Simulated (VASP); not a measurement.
Runs of VASP 6.6.1 on TaTlO2. The structure is that of space group P6/mmm (No. 191), or close to it. The cells are those of the table. The cell was built from a structure type or drawn by symmetry, and may not be a known phase.

| task | cell | k mesh | cutoff (eV) | gap on the mesh (eV) | pressure (GPa) | relaxed volume (Å³/atom) |
| --- | --- | --- | --- | --- | --- | --- |
| relaxation of cell and atoms | relaxed from a = 3.676, b = 3.676, c = 6.165 Å, angles 90.0, 90.0, 120.0°, 4 atoms | 12 × 12 × 8 | 600 | none | 0.0 | (a) |
| relaxation of cell and atoms | relaxed from a = 3.306, b = 3.306, c = 8.324 Å, angles 90.0, 90.0, 120.0°, 4 atoms | 6 × 6 × 2 | 600 | none | 0.1 | (b) |
| relaxation of cell and atoms | relaxed from a = 3.676, b = 3.676, c = 5.940 Å, angles 90.0, 90.0, 120.0°, 4 atoms | 6 × 6 × 4 | 600 | none | 0.1 | 18.03 |
| single point | a = 3.669, b = 3.669, c = 6.216 Å, angles 90.0, 90.0, 120.0°, 4 atoms | 12 × 12 × 8 | 520 | none | 0.3 | - |
| single point | a = 3.676, b = 3.676, c = 5.940 Å, angles 90.0, 90.0, 120.0°, 4 atoms | 6 × 6 × 2 | 520 | none | 0.1 | - |
| single point | a = 3.676, b = 3.676, c = 6.165 Å, angles 90.0, 90.0, 120.0°, 4 atoms | 6 × 6 × 4 | 520 | none | 0.2 | - |
| single point | a = 3.306, b = 3.306, c = 8.324 Å, angles 90.0, 90.0, 120.0°, 4 atoms | 6 × 6 × 2 | 520 | none | 44.1 | - |

Alike in all rows: level PBE; potentials or basis VASP PAW PBE potentials, release 64 (Ta_pv, Tl_d, O); no spin polarisation; smearing gaussian 0.1 eV.

Question: Fill in the values left out.

Answer: (a) 18.12; (b) 17.35.

Caveats: some runs use coarse meshes; spin-orbit coupling is left out, which moves the levels of the heavy elements; a cell axis changed by over 15 % at a fixed basis, so the end point is rough (at least some runs).

A k mesh can miss the band edges, and the runs leave out spin-orbit coupling on Ta, Tl.

A gap of «none» marks levels without a gap at the run's occupations.
